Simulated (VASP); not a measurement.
Set up this calculation in VASP 6.6.1, as the native input.

- Task: single point
- Functional: PBE
- Potentials or basis: VASP PAW PBE potentials, release 64 (Sc_sv, Ge_d, Se)
- Cutoff: 520 eV
- k mesh: 4 × 4 × 4
- Occupations: gaussian, width 0.1 eV
- Spin: no spin polarisation
- Dipole correction: no
- Further INCAR settings: ALGO = Normal; EDIFF = 1e-06; NBANDS = 29

The structure of Sc2GeSe lies in POSCAR:

```
Sc2GeSe
1.0
    5.0384981465      0.0000000000      0.0000000000
    0.0000000000      5.1495322393      0.0000000000
    0.0000000000      0.0000000000      5.2952762243
Sc Ge Se
2 1 1
Direct
    0.0000000000      0.0000000000      0.0000000000
    0.5000000000      0.5000000000      0.0000000000
    0.0000000000      0.0000000000      0.5000000000
    0.0000000000      0.5000000000      0.0000000000
```

The cell was generated, and may not be a known phase.

One way to write it, as run:

INCAR

```
SYSTEM = Sc2GeSe
ALGO = Normal
EDIFF = 1E-6
ENCUT = 520
GGA = PE
ISIF = 2
ISMEAR = 0
LASPH = .TRUE.
LCHARG = .FALSE.
LREAL = .FALSE.
LWAVE = .FALSE.
NBANDS = 29
NELM = 80
PREC = Accurate
SIGMA = 0.1
```

KPOINTS

```
k-points
0
G
  4 4 4
  0 0 0
```

Potentials or basis: VASP PAW PBE potentials, release 64 (Sc_sv, Ge_d, Se).

The run is started by

```console
$ cat potpaw_PBE.64/Sc_sv/POTCAR potpaw_PBE.64/Ge_d/POTCAR potpaw_PBE.64/Se/POTCAR > POTCAR
$ mpirun -np 1 vasp_std > vasp.out
```

Results of the run:

```yaml
Pressure: 0.1 GPa
Band_gap_on_the_k_mesh: zero (bands 21 and 22 overlap by 1.03 eV)
```

It took 86 s on 1 thread of AMD EPYC 7R13 Processor (Zen 3), with other jobs on the host, peak memory 0.27 GiB.
